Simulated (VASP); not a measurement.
**FeO: relaxation of cell and atoms with PBE**

FeO:

```
Fe O
1.0
     0.00000    2.15540    2.15540
     2.15540    0.00000    2.15540
     2.15540    2.15540    0.00000
Fe O
1 1
Direct
  0.00000 0.00000 0.00000
  0.50000 0.50000 0.50000
```

```json
{
  "Program": "VASP 6.6.1",
  "Task": "relaxation of cell and atoms",
  "Functional": "PBE",
  "Potentials or basis": "VASP PAW PBE potentials, release 64 (Fe, O)",
  "Cutoff": "600 eV",
  "k mesh": "16 × 16 × 16",
  "Occupations": "gaussian, width 0.1 eV",
  "Spin": "collinear spin, ferromagnetic start",
  "Starting moments": "[3.79, 0.35] μB",
  "Dipole correction": "no",
  "Further INCAR settings": "ALGO = Normal; EDIFF = 1e-06; IBRION = 2; EDIFFG = -0.005; NSW = 100; ISIF = 3"
}
```

```
Relaxed volume                                        : 9.99 Å³/atom
Relaxed cell                                          : a = 3.046 Å, b = 3.046 Å, c = 3.046 Å, α = 60.00°, β = 60.00°, γ = 60.00°
Space group after relaxing (to 0.1 Å)                 : Fm-3m (No. 225)
Energy gained by relaxing                             : 0.0 meV/atom
Ionic steps                                           : 3
Pressure after relaxing                               : 0.0 GPa
Band gap on the k mesh                                : zero (filled and empty bands overlap)
Net moment                                            : 4.00 μB per cell
Site moments                                          : Fe +3.62; O +0.30 μB
Valence electrons inside the program's atomic spheres : Fe 6.74; O 4.99
```

Final structure:
```
Fe O
1.0
     0.00000    2.15402    2.15402
     2.15402    0.00000    2.15402
     2.15402    2.15402    0.00000
Fe O
1 1
Direct
  0.00000 0.00000 0.00000
  0.50000 0.50000 0.50000
```

Levels at points of the mesh, in eV from the Fermi level:
Spin up:
| k point | band 7 | band 8 | band 9 | band 10 | band 11 | band 12 |
| --- | --- | --- | --- | --- | --- | --- |
| (0.00, 0.00, 0.00) | -3.80 | -3.68 | -3.68 | 0.10 | 15.48 | 17.05 |
| (0.50, 0.00, 0.00) | -2.49 | -0.33 | -0.33 | 4.09 | 8.49 | 12.57 |
| (0.50, 0.50, 0.00) | -2.80 | -2.79 | -2.79 | 5.30 | 8.75 | 10.78 |
Spin down:
| k point | band 1 | band 2 | band 3 | band 4 | band 5 | band 6 | band 7 | band 8 | band 9 | band 10 |
| --- | --- | --- | --- | --- | --- | --- | --- | --- | --- | --- |
| (0.00, 0.00, 0.00) | -20.20 | -3.24 | -3.24 | -3.24 | -0.74 | -0.74 | -0.74 | 0.19 | 0.19 | 0.90 |
| (0.50, 0.00, 0.00) | -19.01 | -8.00 | -5.15 | -5.15 | 0.39 | 0.39 | 0.60 | 2.79 | 2.79 | 4.58 |
| (0.50, 0.50, 0.00) | -19.00 | -6.88 | -4.42 | -4.42 | -2.11 | 0.73 | 0.73 | 0.74 | 1.14 | 6.64 |

Run time: 90 s on 1 thread of Intel(R) Xeon(R) Platinum 8488C (Sapphire Rapids) (shared host), peak memory 0.21 GiB.

Caveat: a cell with one magnetic atom can't hold antiferromagnetic order, which such compounds often take; semilocal functionals often make such compounds metallic where correlation or magnetic order opens a gap, which also shifts bond lengths. With open d or f shells a metallic result of PBE can be an artefact of self-interaction; +U or a hybrid may open a gap.
